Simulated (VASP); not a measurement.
# Ir (I4/mmm) in VASP: further runs

Ir is run at these levels: LDA; tasks: single point.

Program: VASP 6.6.1. These are calculated values, not measurements. Logs are shortened: lines on timing, memory, paths and dates and some standing lists are left out, and cuts for length are marked.

**1. The cell of the first run**

It takes space group I4/mmm (No. 139, tetragonal). Conventional cell: a = 2.812 Å, b = 2.812 Å, c = 3.407 Å, α = 90.00°, β = 90.00°, γ = 90.00°. Within 3.5 Å of Ir (site symmetry 4/mmm) lie 14 Ir at 2.62 to 3.41 Å.

**2. Single point, LDA (13.47 Å³/atom)**

The input, INCAR:

```
SYSTEM = Ir
ALGO     = Normal         ! electronic algorithm
EDIFF    = 1E-7           ! SCF threshold, eV
ENCUT    = 520            ! plane-wave cutoff, eV
ISIF     = 2              ! what is computed and relaxed
ISMEAR   = 0              ! smearing method
LASPH    = .TRUE.         ! aspherical terms in the spheres
LCHARG   = .FALSE.        ! write CHGCAR
LREAL    = .FALSE.        ! projectors in reciprocal space
LWAVE    = .FALSE.        ! write WAVECAR
NBANDS   = 10             ! bands
NELM     = 100            ! most SCF steps
PREC     = Accurate       ! precision mode
SIGMA    = 0.15           ! smearing width, eV
```

The input, KPOINTS:

```
k-points
0
G
  22 22 22
  0 0 0
```

The input, POSCAR:

```
Ir
1.0
    0.0000000000      1.9880447558      1.7035555512
    1.9880447558      0.0000000000      1.7035555512
    1.9880447558      1.9880447558      0.0000000000
Ir
1
Direct
    0.0000000000      0.0000000000      0.0000000000
```

Potentials or basis: VASP PAW LDA potentials, release 64 (Ir).

Launch:

```
cat potpaw_LDA.64/Ir/POTCAR > POTCAR
mpirun -np 1 vasp_std > vasp.out
```

OUTCAR:

```text
SYSTEM = Ir
   EDIFF = 1E-7
   ENCUT = 520
   ISIF = 2
   ISMEAR = 0
   LASPH = .TRUE.
   LREAL = .FALSE.
   NELM = 100
   PREC = Accurate

 ion  position               nearest neighbor table
   1  0.000  0.000  0.000-

  LATTYP: Found a body centered tetragonal cell.
 ALAT       =     2.8115198563
 C/A-ratio  =     1.2118396016

  Lattice vectors:

 A1 = (   0.0000000000,  -1.9880447558,  -1.7035555512)
 A2 = (   0.0000000000,   1.9880447558,  -1.7035555512)
 A3 = (   1.9880447558,   0.0000000000,   1.7035555512)

Analysis of symmetry for initial positions (statically):
=====================================================================
 Subroutine PRICEL returns:
 Original cell was already a primitive cell.

 Routine SETGRP: Setting up the symmetry group for a
 body centered tetragonal supercell.

 Subroutine GETGRP returns: Found 16 space group operations
 (whereof 16 operations were pure point group operations)
 out of a pool of 16 trial point group operations.

The static configuration has the point symmetry D_4h.

Analysis of symmetry for dynamics (positions and initial velocities):
=====================================================================
 Subroutine PRICEL returns:
 Original cell was already a primitive cell.

 Routine SETGRP: Setting up the symmetry group for a
 body centered tetragonal supercell.

 Subroutine GETGRP returns: Found 16 space group operations
 (whereof 16 operations were pure point group operations)
 out of a pool of 16 trial point group operations.

The dynamic configuration has the point symmetry D_4h.

 Subroutine INISYM returns: Found 16 space group operations
 (whereof 16 operations are pure point group operations),
 and found     1 'primitive' translations

----------------------------------------------------------------------------------------

                                     Primitive cell

  volume of cell :      13.4660

  direct lattice vectors                    reciprocal lattice vectors
     0.000000000  1.988044756  1.703555551    -0.251503392  0.251503392  0.293503784
     1.988044756  0.000000000  1.703555551     0.251503392 -0.251503392  0.293503784
     1.988044756  1.988044756  0.000000000     0.251503392  0.251503392 -0.293503784

  length of vectors
     2.618095389  2.618095389  2.811519856     0.461142477  0.461142477  0.461142477

  position of ions in fractional coordinates (direct lattice)
     0.000000000  0.000000000  0.000000000

  ion indices of the primitive-cell ions
   primitive index   ion index
[... 73 lines left out ...]
   EDIFF  = 0.1E-06   stopping-criterion for ELM
   LREAL  =      F    real-space projection
   EDIFFG = 0.1E-05   stopping-criterion for IOM
   NSW    =      0    number of steps for IOM
   IBRION =     -1    ionic relax: 0-MD 1-quasi-New 2-CG
   NFREE  =      0    steps in history (QN), initial steepest desc. (CG)
   ISIF   =      2    stress and relaxation
   ISYM   =      2    0-nonsym 1-usesym 2-fastsym
   POTIM  = 0.5000    time-step for ionic-motion
   TEBEG  =    0.0;   TEEND  =   0.0 temperature during run
   PSTRESS=    0.0 pullay stress
   NELECT =       9.0000    total number of electrons
   NUPDOWN=      -1.0000    fix difference up-down
   EMIN   =  10.00;   EMAX   =-10.00  energy-range for DOS
   EFERMI =   0.00;   METHOD = LEGACY
   ISMEAR =     0;   SIGMA  =   0.15  broadening in eV -4-tet -1-fermi 0-gaus
   EFERMI_NEDOS =   21; number of points for ismear=-14 and -15
   IALGO  =     38    algorithm
   IMIX   =      4    mixing-type and parameters
     AMIX     =   0.40;   BMIX     =  1.00
     AMIX_MAG =   1.60;   BMIX_MAG =  1.00
  volume/ion in A,a.u.               =      13.47        90.87
  Fermi-wavevector in a.u.,A,eV,Ry     =   1.431340  2.704840 27.874720  2.048734
  Thomas-Fermi vector in A             =   2.551087
   LORBIT       =      0    0 simple, 1 ext, 2 COOP (PROOUT), +10 PAW based schemes
   GGA     = CA    functional components
   LHFCALC =     F    Hartree Fock is set to
   AEXX    =    0.0000 exact exchange contribution
   IVDW    =     0    specifies the selected vdW correction
   LEPSILON=     F    determine dielectric tensor
   LRPA    =     F    only Hartree local field effects (RPA)
 non-spin polarized calculation
 Gauss-broadening in eV      SIGMA  =   0.15
  energy-cutoff  :      520.00
  volume of cell :       13.47
 maximum number of plane-waves:       382
   NGX =  9   NGY =  9   NGZ = 11

 number of electron       9.0000000 magnetization

 Free energy of the ion-electron system (eV)
  ---------------------------------------------------
  ext. energy  EPLUGINS =         0.00000000
  ---------------------------------------------------
  free energy    TOTEN  =       -10.05442949 eV

  energy without entropy =      -10.04260641  energy(sigma->0) =      -10.04851795

 E-fermi :  11.1143     XC(G=0): -14.4209

 val. band max:       11.1117700389   @ k =  -0.4545   0.4091   0.1364
 cond. band min:      11.1145227452   @ k =   0.3182   0.0909   0.1818
 fundamental gap:      0.0027527063
 Fermi energy:        11.1143433059

 k-point     1 :       0.0000    0.0000    0.0000
  band No.  band energies     occupation
      1      -0.4388      2.00000
      2       6.5600      2.00000
      3       6.5600      2.00000
      4       8.4354      2.00000
      5       8.4772      2.00000
      6      10.9146      1.94028
      7      25.8851      0.00000
      8      29.5813      0.00000
      9      29.5813      0.00000
     10      35.4983      0.00000
[... 287 lines left out ...]
 k-point    24 :      -0.4545    0.0455    0.0000
  band No.  band energies     occupation
      1       2.6588      2.00000
      2       5.9039      2.00000
      3       8.0185      2.00000
      4       9.8608      2.00000
      5      12.0065      0.00000
      6      12.6693      0.00000
      7      19.4918      0.00000
      8      24.9686      0.00000
      9      30.4252      0.00000
     10      33.0918      0.00000

 [... further k-points ...]
[... 5 lines left out ...]
  --------------------------------------------------------------------------------------
  -------------------------------------------------------------------------------------
  Total        0.2080430      0.2080430      4.5834293      0.0000000     -0.0000000      0.0000000
  in kB       24.7528429     24.7528429    545.3339131      0.0000000     -0.0000000      0.0000000
  external PRESSURE =     198.2798663 kB  Pullay stress =       0.0000000 kB

 VOLUME and BASIS-vectors are now :
 -----------------------------------------------------------------------------
  energy-cutoff  :      520.00
  volume of cell :       13.47
      direct lattice vectors                 reciprocal lattice vectors
     0.000000000  1.988044756  1.703555551    -0.251503392  0.251503392  0.293503784
     1.988044756  0.000000000  1.703555551     0.251503392 -0.251503392  0.293503784
     1.988044756  1.988044756  0.000000000     0.251503392  0.251503392 -0.293503784

 POSITION                                       TOTAL-FORCE (eV/Angst)
 -----------------------------------------------------------------------------------
      0.00000      0.00000      0.00000        -0.000000      0.000000     -0.000000
 -----------------------------------------------------------------------------------
    total drift:                                0.000000     -0.000000      0.000000

  FREE ENERGIE OF THE ION-ELECTRON SYSTEM (eV)
  ---------------------------------------------------
  free  energy   TOTEN  =       -10.0544294938 eV

  energy  without entropy=      -10.0426064083  energy(sigma->0) =      -10.04851795
```

Wall time 35 s (1 thread of Intel Xeon 6975P-C (Granite Rapids), shared host); peak memory 0.23 GiB.

Results:

```
Free energy            : -10.0544 eV
Pressure               : 19.8 GPa
Band gap on the k mesh : zero (an odd number of electrons rules out a gap without spin polarisation)
```

Levels at points of the mesh, in eV from the Fermi level:
```csv
k point,band 1,band 2,band 3,band 4,band 5,band 6,band 7,band 8,band 9
"(0.00, 0.00, 0.00)",-11.55,-4.55,-4.55,-2.68,-2.64,-0.20,14.77,18.47,18.47
"(0.50, 0.00, 0.00)",-8.55,-5.31,-2.88,-0.67,0.36,1.76,8.11,13.56,19.09
"(0.50, 0.50, 0.00)",-8.27,-8.01,1.07,1.75,1.75,4.33,10.19,10.19,14.18
"(0.50, 0.00, 0.50)",-8.46,-7.50,0.67,0.67,0.77,2.40,10.03,12.14,14.29
```

Caveat: the stress differs along the axes, from 2 to 55 GPa; spin-orbit coupling is left out, which moves the levels of the heavy elements.

(Part 1 of 2 ends here.)
